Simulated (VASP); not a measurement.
# GaAs (F-43m) in VASP: further runs

GaAs is run at these levels: HSE06, r2SCAN; tasks: single point.

All numbers are computed with VASP 6.6.1; they aren't measurements. Logs are shortened: lines on timing, memory, paths and dates and some standing lists are left out, and cuts for length are marked.

## Step 1: The cell of the first run

Symmetry: F-43m, No. 216, cubic system. Conventional cell: a = 5.893 Å, b = 5.893 Å, c = 5.893 Å, α = 90.00°, β = 90.00°, γ = 90.00°. Within 3.4 Å of Ga (site symmetry -43m) lie 4 As at 2.55 Å. As (site symmetry -43m) has 4 Ga at 2.55 Å within 3.4 Å.

## Step 2: Single point, HSE06 (strain +4.0%)

POSCAR reads:

```
GaAs
1.0
    0.0000000000      2.9464084993      2.9464084993
    2.9464084993      0.0000000000      2.9464084993
    2.9464084993      2.9464084993      0.0000000000
Ga As
1 1
Direct
    0.0000000000      0.0000000000      0.0000000000
    0.2500000000      0.2500000000      0.2500000000
```

INCAR.step1 reads:

```
PREC = Accurate
ENCUT = 520
EDIFF = 1E-5
ISMEAR = -1
SIGMA = 0.02
LREAL = False
LASPH = True
NELM = 100
ALGO = Normal
ISIF = 2
LWAVE = True
LCHARG = False
NBANDS = 16
GGA = PE
```

INCAR.step2 reads:

```
PREC = Accurate
ENCUT = 520
EDIFF = 1E-6
ISMEAR = -1
SIGMA = 0.02
LREAL = False
LASPH = True
NELM = 100
ALGO = Normal
ISIF = 2
LWAVE = False
LCHARG = False
GGA = PE
LHFCALC = True
HFSCREEN = 0.2079
PRECFOCK = Normal
NBANDS = 16
ISTART = 1
```

KPOINTS reads:

```
Automatic mesh
0
Gamma
  6 6 6
```

Potentials or basis: VASP PAW PBE potentials, release 64 (Ga_d, As).

On the command line:

```
cat potpaw_PBE.64/Ga_d/POTCAR potpaw_PBE.64/As/POTCAR > POTCAR
cp INCAR.step1 INCAR
mpirun -np 1 vasp_std > vasp.out
cp INCAR.step2 INCAR
mpirun -np 1 vasp_std > vasp.out
```

OUTCAR:

```text
PREC = Accurate
   ENCUT = 520
   EDIFF = 1E-6
   ISMEAR = -1
   LREAL = False
   LASPH = True
   NELM = 100
   ISIF = 2
   GGA = PE
   LHFCALC = True
   HFSCREEN = 0.2079
   PRECFOCK = Normal
   ISTART = 1

 ion  position               nearest neighbor table
   1  0.000  0.000  0.000-   2 2.55   2 2.55   2 2.55   2 2.55
   2  0.250  0.250  0.250-   1 2.55   1 2.55   1 2.55   1 2.55

  LATTYP: Found a face centered cubic cell.
 ALAT       =     5.8928169986

  Lattice vectors:

 A1 = (   0.0000000000,   2.9464084993,   2.9464084993)
 A2 = (   2.9464084993,   0.0000000000,   2.9464084993)
 A3 = (   2.9464084993,   2.9464084993,   0.0000000000)

Analysis of symmetry for initial positions (statically):
=====================================================================
 Subroutine PRICEL returns:
 Original cell was already a primitive cell.

 Routine SETGRP: Setting up the symmetry group for a
 face centered cubic supercell.

 Subroutine GETGRP returns: Found 24 space group operations
 (whereof 24 operations were pure point group operations)
 out of a pool of 48 trial point group operations.

The static configuration has the point symmetry T_d .

Analysis of symmetry for dynamics (positions and initial velocities):
=====================================================================
 Subroutine PRICEL returns:
 Original cell was already a primitive cell.

 Routine SETGRP: Setting up the symmetry group for a
 face centered cubic supercell.

 Subroutine GETGRP returns: Found 24 space group operations
 (whereof 24 operations were pure point group operations)
 out of a pool of 48 trial point group operations.

The dynamic configuration has the point symmetry T_d .

 Subroutine INISYM returns: Found 24 space group operations
 (whereof 24 operations are pure point group operations),
 and found     1 'primitive' translations

----------------------------------------------------------------------------------------

                                     Primitive cell

  volume of cell :      51.1574

  direct lattice vectors                    reciprocal lattice vectors
     0.000000000  2.946408499  2.946408499    -0.169698126  0.169698126  0.169698126
     2.946408499  0.000000000  2.946408499     0.169698126 -0.169698126  0.169698126
     2.946408499  2.946408499  0.000000000     0.169698126  0.169698126 -0.169698126

  length of vectors
     4.166850860  4.166850860  4.166850860     0.293925776  0.293925776  0.293925776

  position of ions in fractional coordinates (direct lattice)
     0.000000000  0.000000000  0.000000000
     0.250000000  0.250000000  0.250000000

  ion indices of the primitive-cell ions
   primitive index   ion index
                 1           1
                 2           2

----------------------------------------------------------------------------------------

 KPOINTS: Automatic mesh

Automatic generation of k-mesh.
 Grid dimensions read from file:
 generate k-points for:    6    6    6

 Generating k-lattice:

  Cartesian coordinates                     Fractional coordinates (reciprocal lattice)
    -0.028283021  0.028283021  0.028283021     0.166666667  0.000000000  0.000000000
     0.028283021 -0.028283021  0.028283021     0.000000000  0.166666667  0.000000000
     0.028283021  0.028283021 -0.028283021     0.000000000  0.000000000  0.166666667

  Length of vectors
     0.048987629  0.048987629  0.048987629

  Shift w.r.t. Gamma in fractional coordinates (k-lattice)
     0.000000000  0.000000000  0.000000000

 Subroutine IBZKPT returns following result:
 ===========================================

 Found     16 irreducible k-points:

 Following reciprocal coordinates:
            Coordinates               Weight
  0.000000  0.000000  0.000000      1.000000
  0.166667  0.000000  0.000000      8.000000
  0.333333  0.000000  0.000000      8.000000
  0.500000  0.000000  0.000000      4.000000
  0.166667  0.166667  0.000000      6.000000
  0.333333  0.166667  0.000000     24.000000
[... 8 lines left out ...]
 -0.333333  0.333333  0.166667     24.000000
 -0.333333  0.500000  0.166667     12.000000
   k-points           NKPTS =     16   k-points in BZ     NKDIM =    216   number of bands    NBANDS=     16
   number of dos      NEDOS =    301   number of ions     NIONS =      2
   total plane-waves  NPLWV =  32768
   dimension x,y,z NGX =    32 NGY =   32 NGZ =   32
   dimension x,y,z NGXF=    64 NGYF=   64 NGZF=   64
   ions per type =               1   1
   NGX,Y,Z   is equivalent  to a cutoff of  12.77, 12.77, 12.77 a.u.
   NGXF,Y,Z  is equivalent  to a cutoff of  25.53, 25.53, 25.53 a.u.
 SYSTEM =  unknown system
   PREC   = accura    normal or accurate (medium, high low for compatibility)
   ISTART =      1    job   : 0-new  1-cont  2-samecut
   ICHARG =      0    charge: 1-file 2-atom 10-const
   ISPIN  =      1    spin polarized calculation?
   LNONCOLLINEAR =      F non collinear calculations
   LSORBIT =      F    spin-orbit coupling
   LASPH  =      T    aspherical Exc in radial PAW
   ENCUT  =  520.0 eV  38.22 Ry    6.18 a.u.   7.75  7.75  7.75*2*pi/ulx,y,z
   NELM   =    100;   NELMIN=  2; NELMDL=  0     # of ELM steps
   EDIFF  = 0.1E-05   stopping-criterion for ELM
   LREAL  =      F    real-space projection
   EDIFFG = 0.1E-04   stopping-criterion for IOM
   NSW    =      0    number of steps for IOM
   IBRION =     -1    ionic relax: 0-MD 1-quasi-New 2-CG
   NFREE  =      0    steps in history (QN), initial steepest desc. (CG)
   ISIF   =      2    stress and relaxation
   ISYM   =      3    0-nonsym 1-usesym 2-fastsym
   POTIM  = 0.5000    time-step for ionic-motion
   TEBEG  =    0.0;   TEEND  =   0.0 temperature during run
   PSTRESS=    0.0 pullay stress
   NELECT =      18.0000    total number of electrons
   NUPDOWN=      -1.0000    fix difference up-down
   EMIN   =  10.00;   EMAX   =-10.00  energy-range for DOS
   EFERMI =   0.00;   METHOD = LEGACY
   ISMEAR =    -1;   SIGMA  =   0.02  broadening in eV -4-tet -1-fermi 0-gaus
   EFERMI_NEDOS =   21; number of points for ismear=-14 and -15
   IALGO  =     38    algorithm
   IMIX   =      1    mixing-type and parameters
     AMIX     =   0.40;   BMIX     =  1.00
     AMIX_MAG =   1.60;   BMIX_MAG =  1.00
  volume/ion in A,a.u.               =      25.58       172.61
  Fermi-wavevector in a.u.,A,eV,Ry     =   1.155747  2.184045 18.173992  1.335751
  Thomas-Fermi vector in A             =   2.292373
   LORBIT       =      0    0 simple, 1 ext, 2 COOP (PROOUT), +10 PAW based schemes
   GGA     = PE    functional components
   LHFCALC =     T    Hartree Fock is set to
   PRECFOCK=normal    Normal, Fast or Accurate (Low or Medium for compatibility)
   ENCUT4O =  -1.0   cutoff for four orbital integrals eV
   NKREDX  =     1    reduce k-point grid by
   NKREDY  =     1    reduce k-point grid by
   NKREDZ  =     1    reduce k-point grid by
   AEXX    =    0.2500 exact exchange contribution
   HFSCREEN=    0.2079 screening length (either q_TF or 0.3 A-1)
   HFSCREENC=   0.2079 screening length for correlation (either q_TF or 0.3 A-1)
   ENCUTFOCK=  -1.0 apply spherical cutoff to Coloumb kernel
   IVDW    =     0    specifies the selected vdW correction
   LEPSILON=     F    determine dielectric tensor
   LRPA    =     F    only Hartree local field effects (RPA)
 non-spin polarized calculation
  energy-cutoff  :      520.00
  volume of cell :       51.16
 maximum number of plane-waves:      1411
  NGX = 24; NGY = 24; NGZ = 24

 number of electron      18.0000008 magnetization

 Free energy of the ion-electron system (eV)
  ---------------------------------------------------
  ext. energy  EPLUGINS =         0.00000000
  ---------------------------------------------------
  free energy    TOTEN  =        -9.73109206 eV

  energy without entropy =       -9.73109160  energy(sigma->0) =       -9.73109183

 E-fermi :   2.6461     XC(G=0):  -7.5387

 val. band max:        2.4427234412   @ k =   0.0000   0.0000   0.0000
 cond. band min:       2.8274219262   @ k =   0.0000   0.0000   0.0000
 fundamental gap:      0.3846984850
 Fermi energy:         2.6460590983

 k-point     1 :       0.0000    0.0000    0.0000
  band No.  band energies     occupation
      1     -14.8181      2.00000
      2     -14.8181      2.00000
      3     -14.8181      2.00000
      4     -14.7623      2.00000
      5     -14.7623      2.00000
      6     -10.6503      2.00000
[... 8 lines left out ...]
     15      13.1787      0.00000
     16      13.1787      0.00000

 k-point     2 :       0.1667    0.0000    0.0000
  band No.  band energies     occupation
      1     -14.8259      2.00000
      2     -14.8147      2.00000
      3     -14.8147      2.00000
      4     -14.7624      2.00000
      5     -14.7624      2.00000
      6     -10.3609      2.00000
[... 8 lines left out ...]
     15      12.1782      0.00000
     16      12.1782      0.00000

 k-point     3 :       0.3333    0.0000    0.0000
  band No.  band energies     occupation
      1     -14.8412      2.00000
      2     -14.8087      2.00000
      3     -14.8087      2.00000
      4     -14.7617      2.00000
      5     -14.7617      2.00000
      6      -9.6226      2.00000
[... 8 lines left out ...]
     15      12.7361      0.00000
     16      12.7361      0.00000

 k-point     4 :       0.5000    0.0000    0.0000
  band No.  band energies     occupation
      1     -14.8488      2.00000
      2     -14.8062      2.00000
      3     -14.8062      2.00000
      4     -14.7608      2.00000
      5     -14.7608      2.00000
      6      -9.0995      2.00000
[... 8 lines left out ...]
     15      14.8036      0.00000
     16      14.8036      0.00000

 k-point     5 :       0.1667    0.1667    0.0000
  band No.  band energies     occupation
      1     -14.8321      2.00000
      2     -14.8113      2.00000
      3     -14.8112      2.00000
      4     -14.7649      2.00000
      5     -14.7605      2.00000
      6     -10.2627      2.00000
[... 8 lines left out ...]
     15      12.5448      0.00000
     16      13.6219      0.00000

 k-point     6 :       0.3333    0.1667    0.0000
  band No.  band energies     occupation
      1     -14.8448      2.00000
      2     -14.8060      2.00000
      3     -14.8048      2.00000
      4     -14.7664      2.00000
      5     -14.7593      2.00000
      6      -9.6588      2.00000
[... 8 lines left out ...]
     15      13.7268      0.00000
     16      13.9536      0.00000
[... 115 lines left out ...]
 k-point    13 :       0.5000    0.5000    0.0000
  band No.  band energies     occupation
      1     -14.8697      2.00000
      2     -14.7901      2.00000
      3     -14.7901      2.00000
      4     -14.7749      2.00000
      5     -14.7552      2.00000
      6      -8.4453      2.00000
[... 8 lines left out ...]
     15      15.7601      0.00000
     16      16.1972      0.00000

 k-point    14 :       0.5000    0.3333    0.1667
  band No.  band energies     occupation
      1     -14.8544      2.00000
      2     -14.8022      2.00000
      3     -14.7982      2.00000
      4     -14.7676      2.00000
      5     -14.7590      2.00000
      6      -9.0324      2.00000
[... 8 lines left out ...]
     15      13.9882      0.00000
     16      15.8409      0.00000

 k-point    15 :      -0.3333    0.3333    0.1667
  band No.  band energies     occupation
      1     -14.8577      2.00000
      2     -14.8018      2.00000
      3     -14.7951      2.00000
      4     -14.7667      2.00000
      5     -14.7602      2.00000
      6      -8.6145      2.00000
[... 8 lines left out ...]
     15      14.9542      0.00000
     16      15.4933      0.00000

 k-point    16 :      -0.3333    0.5000    0.1667
  band No.  band energies     occupation
      1     -14.8634      2.00000
      2     -14.7976      2.00000
      3     -14.7911      2.00000
      4     -14.7705      2.00000
      5     -14.7582      2.00000
      6      -8.4179      2.00000
[... 8 lines left out ...]
     15      15.0063      0.00000
     16      16.0871      0.00000

------------------------ aborting loop because EDIFF is reached ----------------------------------------

  FORCE on cell =-STRESS in cart. coord.  units (eV):
  Direction    XX          YY          ZZ          XY          YZ          ZX
  --------------------------------------------------------------------------------------
  -------------------------------------------------------------------------------------
  Total       -1.9940389     -1.9940389     -1.9940389     -0.0000000      0.0000000     -0.0000000
  in kB      -62.4504178    -62.4504178    -62.4504178     -0.0000000      0.0000000     -0.0000000
  external PRESSURE =     -62.4504178 kB  Pullay stress =       0.0000000 kB

 VOLUME and BASIS-vectors are now :
 -----------------------------------------------------------------------------
  energy-cutoff  :      520.00
  volume of cell :       51.16
      direct lattice vectors                 reciprocal lattice vectors
     0.000000000  2.946408499  2.946408499    -0.169698126  0.169698126  0.169698126
     2.946408499  0.000000000  2.946408499     0.169698126 -0.169698126  0.169698126
     2.946408499  2.946408499  0.000000000     0.169698126  0.169698126 -0.169698126

 POSITION                                       TOTAL-FORCE (eV/Angst)
 -----------------------------------------------------------------------------------
      0.00000      0.00000      0.00000         0.000000      0.000000      0.000000
      1.47320      1.47320      1.47320        -0.000000     -0.000000     -0.000000
 -----------------------------------------------------------------------------------
    total drift:                               -0.000033     -0.000033     -0.000022

  FREE ENERGIE OF THE ION-ELECTRON SYSTEM (eV)
  ---------------------------------------------------
  free  energy   TOTEN  =        -9.7310920560 eV

  energy  without entropy=       -9.7310916027  energy(sigma->0) =       -9.73109183
```

It took 62 min on 1 thread of Intel Xeon 8259CL, shared host; peak memory 0.31 GiB.

What came out:

| Quantity | Value |
| --- | --- |
| Free energy | -9.7311 eV |
| Pressure | -6.2 GPa |
| Band gap on the k mesh | 0.38 eV |

Caveat: the cell differs from its parent crystal (strain +4.0%); the cell stands under tension; the PAW data sets were made with another functional, which shifts forces and pressure a little.

## Step 3: Single point, HSE06 (strain +3.0%)

POSCAR reads:

```
GaAs
1.0
    0.0000000000      2.9180776483      2.9180776483
    2.9180776483      0.0000000000      2.9180776483
    2.9180776483      2.9180776483      0.0000000000
Ga As
1 1
Direct
    0.0000000000      0.0000000000      0.0000000000
    0.2500000000      0.2500000000      0.2500000000
```

INCAR.step1 reads:

```
SYSTEM = GaAs
PREC = Accurate ; ENCUT = 520
EDIFF = 1E-5 ; ISMEAR = -1
SIGMA = 0.02 ; LREAL = .FALSE.
LASPH = .TRUE. ; NELM = 100
ALGO = Normal ; ISIF = 2
LWAVE = .TRUE. ; LCHARG = .FALSE.
NBANDS = 16 ; GGA = PE
```

INCAR.step2 reads:

```
SYSTEM = GaAs
PREC = Accurate ; ENCUT = 520
EDIFF = 1E-7 ; ISMEAR = -1
SIGMA = 0.02 ; LREAL = .FALSE.
LASPH = .TRUE. ; NELM = 100
ALGO = Normal ; ISIF = 2
LWAVE = .FALSE. ; LCHARG = .FALSE.
GGA = PE ; LHFCALC = .TRUE.
HFSCREEN = 0.2079 ; PRECFOCK = Normal
NBANDS = 16 ; ISTART = 1
```

KPOINTS reads:

```
Automatic mesh
0
G
  6 6 6
  0 0 0
```

Potentials or basis: VASP PAW PBE potentials, release 64 (Ga_d, As).

On the command line:

```
cat potpaw_PBE.64/Ga_d/POTCAR potpaw_PBE.64/As/POTCAR > POTCAR
cp INCAR.step1 INCAR
mpirun -np 1 vasp_std > vasp.out
cp INCAR.step2 INCAR
mpirun -np 1 vasp_std > vasp.out
```

It took 47 min on 1 thread of Intel Xeon Platinum 8259CL at 2.50GHz (Skylake/Cascade Lake), shared host; peak memory 0.31 GiB.

It converged, with:

| Property | Result |
| --- | --- |
| Free energy | -9.7825 eV |
| Pressure | -4.9 GPa |
| Band gap on the k mesh | 0.62 eV |

Levels at points of the mesh, in eV from the valence-band top:
```csv
k point,band 7,band 8,band 9,band 10,band 11,band 12
"(0.00, 0.00, 0.00)",0.00,0.00,0.00,0.62,4.49,4.49
"(0.50, 0.00, 0.00)",-6.68,-1.09,-1.09,1.45,5.40,5.40
"(0.50, 0.50, 0.00)",-6.93,-2.57,-2.57,2.23,2.34,10.71
```

Caveat: the cell differs from its parent crystal (strain +3.0%); the cell stands under tension; the PAW data sets were made with another functional, which shifts forces and pressure a little.

(Part 1 of 2 ends here.)
